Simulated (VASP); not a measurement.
Crystal: HoNb2As3.

```
Ho Nb As
1.0
     5.85577    0.00000    0.00000
    -2.92788    5.07124    0.00000
     0.00000    0.00000    4.07662
Ho Nb As
1 2 3
Direct
  0.00000 0.00000 0.00000
  0.66667 0.33333 0.00000
  0.33333 0.66667 0.00000
  0.00000 0.50000 0.50000
  0.50000 0.50000 0.50000
  0.50000 0.00000 0.50000
```

The cell was built from a structure type or drawn by symmetry, and may not be a known phase.

| Property | Result |
| --- | --- |
| Program | VASP 6.6.1 |
| Task | relaxation of cell and atoms |
| Functional | PBE |
| Potentials or basis | VASP PAW PBE potentials, release 64 (Ho_3, Nb_sv, As), 4f in core |
| Cutoff | 500 eV |
| k mesh | 6 × 6 × 10 |
| Occupations | gaussian, width 0.1 eV |
| Spin | no spin polarisation |

At the start: pressure 0.4 GPa; volume 20.18 Å³/atom.

Q: Where does the relaxation end?

A: Over 8 steps the energy falls by 4.8 meV/atom and the volume is 20.51 Å³/atom (+1.7 %); space group P6/mmm (No. 191, to 0.1 Å) before and after.

The path:
| step | energy change (eV) | largest force (eV/Å) | pressure (GPa) | volume (Å³) |
| --- | --- | --- | --- | --- |
| 1 | 0.0000 | 0.0000 | 0.38 | 121.06 |
| 2 | -0.0110 | 0.0000 | -0.08 | 121.90 |
| 3 | -0.0227 | 0.0000 | -1.09 | 123.89 |
| 4 | -0.0274 | 0.0000 | -0.53 | 123.52 |
| 5 | -0.0284 | 0.0000 | -0.14 | 123.27 |
| 6 | -0.0284 | 0.0000 | -0.12 | 123.25 |
| 7 | -0.0285 | 0.0000 | -0.08 | 123.18 |
| 8 | -0.0285 | 0.0000 | -0.02 | 123.07 |

Final structure:
```yaml
crystal:
  lattice:
    - [5.98715, 0.00000, 0.00000]
    - [-2.99357, 5.18502, 0.00000]
    - [0.00000, 0.00000, 3.96444]
  atoms:
    - { symbol: Ho, position: [0.00000, 0.00000, 0.00000] }
    - { symbol: Nb, position: [0.66667, 0.33333, 0.00000] }
    - { symbol: Nb, position: [0.33333, 0.66667, 0.00000] }
    - { symbol: As, position: [0.00000, 0.50000, 0.50000] }
    - { symbol: As, position: [0.50000, 0.50000, 0.50000] }
    - { symbol: As, position: [0.50000, 0.00000, 0.50000] }
```
